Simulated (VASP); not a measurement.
# LiNbO3 (R-3c) in VASP: notebook

The runs below take LiNbO3 through single point, with PBE.

Everything below comes from runs of VASP 6.6.1. Logs are shortened: lines on timing, memory, paths and dates and some standing lists are left out, and cuts for length are marked.

## Step 1: The cell of the first run

It takes space group R-3c (No. 167, trigonal). Conventional cell: a = 5.626 Å, b = 5.626 Å, c = 11.889 Å, α = 90.00°, β = 90.00°, γ = 120.00°. Li (site symmetry 32) has 9 O at 2.25 to 2.62 Å and 2 Nb at 2.97 Å within 3.0 Å. Nb (site symmetry -3) has 6 O at 1.98 Å within 2.6 Å. O (site symmetry 2) has 2 Nb at 1.98 Å and 3 Li at 2.25 to 2.62 Å and 4 O at 2.62 Å within 2.7 Å.

## Step 2: Single point, PBE

File INCAR:

```
ALGO = Normal
EDIFF = 1E-6
ENCUT = 520
GGA = PE
ISIF = 2
ISMEAR = 0
LASPH = True
LCHARG = False
LREAL = False
LWAVE = False
NBANDS = 45
NELM = 100
PREC = Accurate
SIGMA = 0.05
```

File KPOINTS:

```
k-points
0
Gamma
  6 6 6
```

File POSCAR:

```
LiNbO3
1.0
    2.8131840873      1.6241925901      3.9628386510
   -2.8131840873      1.6241925901      3.9628386510
    0.0000000000     -3.2483851801      3.9628386510
Li Nb O
2 2 6
Direct
    0.2500000000      0.2500000000      0.2500000000
    0.7500000000      0.7500000000      0.7500000000
    0.0000000000      0.0000000000      0.0000000000
    0.5000000000      0.5000000000      0.5000000000
    0.1494812620      0.3505187380      0.7500000000
    0.7500000000      0.1494812620      0.3505187380
    0.3505187380      0.7500000000      0.1494812620
    0.8505187380      0.6494812620      0.2500000000
    0.2500000000      0.8505187380      0.6494812620
    0.6494812620      0.2500000000      0.8505187380
```

Potentials or basis: VASP PAW PBE potentials, release 64 (Li_sv, Nb_sv, O).

Command:

```console
$ cat potpaw_PBE.64/Li_sv/POTCAR potpaw_PBE.64/Nb_sv/POTCAR potpaw_PBE.64/O/POTCAR > POTCAR
$ mpirun -np 1 vasp_std > vasp.out
```

OUTCAR:

```text
EDIFF = 1E-6
   ENCUT = 520
   GGA = PE
   ISIF = 2
   ISMEAR = 0
   LASPH = True
   LREAL = False
   NELM = 100
   PREC = Accurate

 ion  position               nearest neighbor table
   1  0.250  0.250  0.250-   9 2.25  10 2.25   8 2.25
   2  0.750  0.750  0.750-   6 2.25   7 2.25   5 2.25
   3  0.000  0.000  0.000-   6 1.98   9 1.98   8 1.98   5 1.98   7 1.98  10 1.98
   4  0.500  0.500  0.500-   7 1.98  10 1.98   8 1.98   5 1.98   9 1.98   6 1.98
   5  0.149  0.351  0.750-   3 1.98   4 1.98   2 2.25
   6  0.750  0.149  0.351-   3 1.98   4 1.98   2 2.25
   7  0.351  0.750  0.149-   4 1.98   3 1.98   2 2.25
   8  0.851  0.649  0.250-   3 1.98   4 1.98   1 2.25
   9  0.250  0.851  0.649-   3 1.98   4 1.98   1 2.25
  10  0.649  0.250  0.851-   4 1.98   3 1.98   1 2.25

  LATTYP: Found a trigonal (rhomboedric) cell.
 ALAT       =     5.1240703013
 COS(alpha) =     0.3971682178

  Lattice vectors:

 A1 = (   2.8131840873,   1.6241925901,   3.9628386510)
 A2 = (  -2.8131840873,   1.6241925901,   3.9628386510)
 A3 = (   0.0000000000,  -3.2483851801,   3.9628386510)

Analysis of symmetry for initial positions (statically):
=====================================================================
 Subroutine PRICEL returns:
 Original cell was already a primitive cell.

 Routine SETGRP: Setting up the symmetry group for a
 trigonal (rhombohedral) supercell.

 Subroutine GETGRP returns: Found 12 space group operations
 (whereof  6 operations were pure point group operations)
 out of a pool of 12 trial point group operations.

The static configuration has the point symmetry S_6 .
 The point group associated with its full space group is D_3d.

Analysis of symmetry for dynamics (positions and initial velocities):
=====================================================================
 Subroutine PRICEL returns:
 Original cell was already a primitive cell.

 Routine SETGRP: Setting up the symmetry group for a
 trigonal (rhombohedral) supercell.

 Subroutine GETGRP returns: Found 12 space group operations
 (whereof  6 operations were pure point group operations)
 out of a pool of 12 trial point group operations.

The dynamic configuration has the point symmetry S_6 .
 The point group associated with its full space group is D_3d.

 Subroutine INISYM returns: Found 12 space group operations
[... 118 lines left out ...]
   NFREE  =      0    steps in history (QN), initial steepest desc. (CG)
   ISIF   =      2    stress and relaxation
   ISYM   =      2    0-nonsym 1-usesym 2-fastsym
   POTIM  = 0.5000    time-step for ionic-motion
   TEBEG  =    0.0;   TEEND  =   0.0 temperature during run
   PSTRESS=    0.0 pullay stress
   NELECT =      68.0000    total number of electrons
   NUPDOWN=      -1.0000    fix difference up-down
   EMIN   =  10.00;   EMAX   =-10.00  energy-range for DOS
   EFERMI =   0.00;   METHOD = LEGACY
   ISMEAR =     0;   SIGMA  =   0.05  broadening in eV -4-tet -1-fermi 0-gaus
   EFERMI_NEDOS =   21; number of points for ismear=-14 and -15
   IALGO  =     38    algorithm
   IMIX   =      4    mixing-type and parameters
     AMIX     =   0.40;   BMIX     =  1.00
     AMIX_MAG =   1.60;   BMIX_MAG =  1.00
  volume/ion in A,a.u.               =      10.86        73.31
  Fermi-wavevector in a.u.,A,eV,Ry     =   1.400383  2.646339 26.681995  1.961071
  Thomas-Fermi vector in A             =   2.523349
   LORBIT       =      0    0 simple, 1 ext, 2 COOP (PROOUT), +10 PAW based schemes
   GGA     = PE    functional components
   LHFCALC =     F    Hartree Fock is set to
   AEXX    =    0.0000 exact exchange contribution
   IVDW    =     0    specifies the selected vdW correction
   LEPSILON=     F    determine dielectric tensor
   LRPA    =     F    only Hartree local field effects (RPA)
 non-spin polarized calculation
 Gauss-broadening in eV      SIGMA  =   0.05
  energy-cutoff  :      520.00
  volume of cell :      108.64
 maximum number of plane-waves:      2967
 NGX is ok and might be reduce to    40
   NGX = 19   NGY = 19   NGZ = 19

 number of electron      67.9999980 magnetization

 Free energy of the ion-electron system (eV)
  ---------------------------------------------------
  ext. energy  EPLUGINS =         0.00000000
  ---------------------------------------------------
  free energy    TOTEN  =       -78.07777632 eV

  energy without entropy =      -78.07777632  energy(sigma->0) =      -78.07777632

 E-fermi :   4.2558     XC(G=0): -10.7020

 val. band max:        4.0018443172   @ k =   0.5000   0.5000   0.0000
 cond. band min:       5.6423409745   @ k =   0.0000   0.0000   0.0000
 fundamental gap:      1.6404966573
 Fermi energy:         4.2558117923

 k-point     1 :       0.0000    0.0000    0.0000
  band No.  band energies     occupation
      1     -50.7222      2.00000
      2     -50.7082      2.00000
      3     -40.2089      2.00000
      4     -40.2075      2.00000
      5     -26.9733      2.00000
      6     -26.9524      2.00000
[... 1141 lines left out ...]
     44      13.2703      0.00000
     45      13.3030      0.00000

 [... further k-points ...]

------------------------ aborting loop because EDIFF is reached ----------------------------------------

  FORCE on cell =-STRESS in cart. coord.  units (eV):
  Direction    XX          YY          ZZ          XY          YZ          ZX
  --------------------------------------------------------------------------------------
  -------------------------------------------------------------------------------------
  Total       -4.9040275     -4.9040275     16.3345654      0.0000000      0.0000000     -0.0000000
  in kB      -72.3219560    -72.3219560    240.8933710      0.0000000      0.0000000     -0.0000000
  external PRESSURE =      32.0831530 kB  Pullay stress =       0.0000000 kB

 VOLUME and BASIS-vectors are now :
 -----------------------------------------------------------------------------
  energy-cutoff  :      520.00
  volume of cell :      108.64
      direct lattice vectors                 reciprocal lattice vectors
     2.813184087  1.624192590  3.962838651     0.177734547  0.102615089  0.084114788
    -2.813184087  1.624192590  3.962838651    -0.177734547  0.102615089  0.084114788
     0.000000000 -3.248385180  3.962838651     0.000000000 -0.205230177  0.084114788

 POSITION                                       TOTAL-FORCE (eV/Angst)
 -----------------------------------------------------------------------------------
      0.00000      0.00000      2.97213         0.000000     -0.000000      0.000000
      0.00000      0.00000      8.91639         0.000000      0.000000      0.000000
      0.00000      0.00000      0.00000         0.000000      0.000000      0.000000
      0.00000      0.00000      5.94426         0.000000      0.000000      0.000000
     -0.56556     -1.62419      4.95355        -0.078238     -0.000000     -0.000000
      1.68937      0.32231      4.95355         0.039119     -0.067756      0.000000
     -1.12381      1.30188      4.95355         0.039119      0.067756      0.000000
      0.56556      1.62419      6.93497         0.078238      0.000000     -0.000000
     -1.68937     -0.32231      6.93497        -0.039119      0.067756      0.000000
      1.12381     -1.30188      6.93497        -0.039119     -0.067756      0.000000
 -----------------------------------------------------------------------------------
    total drift:                                0.000000      0.000000     -0.000000

  FREE ENERGIE OF THE ION-ELECTRON SYSTEM (eV)
  ---------------------------------------------------
  free  energy   TOTEN  =       -78.0777763173 eV

  energy  without entropy=      -78.0777763173  energy(sigma->0) =      -78.07777632
```

OSZICAR:

```text
N       E                     dE             d eps       ncg     rms          rms(c)
DAV:   1     0.716826641132E+03    0.71683E+03   -0.36813E+04  2880   0.159E+03
DAV:   2    -0.286814250994E+02   -0.74551E+03   -0.71773E+03  3623   0.537E+02
DAV:   3    -0.910058027647E+02   -0.62324E+02   -0.61757E+02  4331   0.143E+02
DAV:   4    -0.959136254866E+02   -0.49078E+01   -0.48911E+01  5112   0.375E+01
DAV:   5    -0.961362051492E+02   -0.22258E+00   -0.22244E+00  4355   0.569E+00    0.270E+01
DAV:   6    -0.781719177732E+02    0.17964E+02   -0.82033E+01  4208   0.521E+01    0.940E+00
DAV:   7    -0.780850775127E+02    0.86840E-01   -0.79990E+00  4640   0.154E+01    0.530E+00
DAV:   8    -0.780791463322E+02    0.59312E-02   -0.84747E-01  4688   0.621E+00    0.175E+00
DAV:   9    -0.780746258058E+02    0.45205E-02   -0.13445E-01  4138   0.263E+00    0.888E-01
DAV:  10    -0.780781879276E+02   -0.35621E-02   -0.35754E-02  3936   0.131E+00    0.209E-01
DAV:  11    -0.780777861986E+02    0.40173E-03   -0.46170E-03  4206   0.462E-01    0.667E-02
DAV:  12    -0.780777812209E+02    0.49777E-05   -0.36408E-04  4280   0.162E-01    0.294E-02
DAV:  13    -0.780777803975E+02    0.82334E-06   -0.18776E-04  4722   0.762E-02    0.202E-02
DAV:  14    -0.780777766778E+02    0.37198E-05   -0.33177E-05  4208   0.375E-02    0.384E-03
DAV:  15    -0.780777763173E+02    0.36048E-06   -0.19305E-06  2886   0.125E-02
   1 F= -.78077776E+02 E0= -.78077776E+02  d E =-.277504E-14
```

Wall time 93 s (1 thread of Intel Xeon 6975P-C (Granite Rapids), shared host); peak memory 0.31 GiB.

What came out:

| Property | Result |
| --- | --- |
| Free energy | -78.0778 eV |
| Largest force | 0.078 eV/Å |
| Band gap on the k mesh | 1.64 eV (least direct gap 1.67 eV) |

Forces in eV/Å, atoms in the order of the input:
```
Li   0.000  0.000  0.000
Li   0.000  0.000  0.000
Nb   0.000  0.000  0.000
Nb   0.000  0.000  0.000
O   -0.078  0.000  0.000
O    0.039 -0.068  0.000
O    0.039  0.068  0.000
O    0.078  0.000  0.000
O   -0.039  0.068  0.000
O   -0.039 -0.068  0.000
```

Caveat: the cutoff is under 1.25 times the usual one of these potentials, so pressure, stress and relaxed cells hold a basis-set (Pulay) error. A k mesh can miss the band edges.

(Continued in part 2 of 2.)
